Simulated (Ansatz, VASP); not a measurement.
**Two plane-wave programs on Mn**

```
Mn
1.0
     2.83232    0.00000    0.00000
     0.00000    2.83232    0.00000
     0.00000    0.00000    5.66455
Mn
4
Direct
  0.00000 0.00000 0.00000
  0.50000 0.50000 0.25000
  0.00000 0.00000 0.50000
  0.50000 0.50000 0.75000
```

Alike in both runs: task single point; functional LDA; k mesh 3 × 3 × 2; non-collinear spin.

|  | VASP | Ansatz |
| --- | --- | --- |
| version | VASP 6.6.1 | Ansatz development build ahead of 0.2.0 |
| potentials or method | VASP PAW LDA potentials, release 64 (Mn_pv) | PAW (an earlier, plane waves, scalar-relativistic |
| plane-wave cutoff (eV) | 500 | 720 |
| occupations | gaussian, width 0.05 eV | gaussian |

|  | VASP | Ansatz | Ansatz less VASP |
| --- | --- | --- | --- |
| net moment per atom (μB) | 0.22 | 0.10 | -0.119 |
| size of the moment on the site where the two differ most (μB) | 0.22 | 0.97 | +0.753 |

The net moments are unlike, so the other rows may belong to different states. LDA's correlation is that of Perdew and Zunger in VASP and of Perdew and Wang (1992) in Ansatz. Site moments also hang on the region over which each program counts them. Ansatz's warnings: seeded moment not kept.

The k mesh is coarse, so the values compare programs but aren't converged.
